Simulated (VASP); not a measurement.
Runs of VASP 6.6.1 on Si2W (AlB2 type). The structure is that of space group P6/mmm (No. 191), or close to it. The cells are those of the table. 

```csv
task,cell,k mesh for the DOS,occupations for the DOS,gap on the mesh (eV),pressure (GPa)
single point,"a = 3.828, b = 3.828, c = 2.409 Å, angles 90.0, 90.0, 120.0°, 3 atoms",-,-,none,121.6
single point,"a = 3.631, b = 3.631, c = 2.306 Å, angles 90.0, 90.0, 120.0°, 3 atoms",-,-,none,246.1
single point,"a = 4.238, b = 4.238, c = 2.567 Å, angles 90.0, 90.0, 120.0°, 3 atoms",-,-,none,(a)
single point,"a = 4.124, b = 4.124, c = 2.536 Å, angles 90.0, 90.0, 120.0°, 3 atoms",-,-,none,29.7
```

Alike in all rows: level PBE; potentials or basis VASP PAW PBE potentials, release 64 (W_sv, Si); no spin polarisation; k mesh 10 × 10 × 8; cutoff (eV) 520; smearing fermi-dirac 0.1 eV.

Question: Fill in the values left out.

Answer: (a) 12.5.

Caveats: spin-orbit coupling is left out, which moves the levels of the heavy elements.

A k mesh can miss the band edges, and the runs leave out spin-orbit coupling on W.

A gap of «none» marks levels without a gap at the run's occupations.
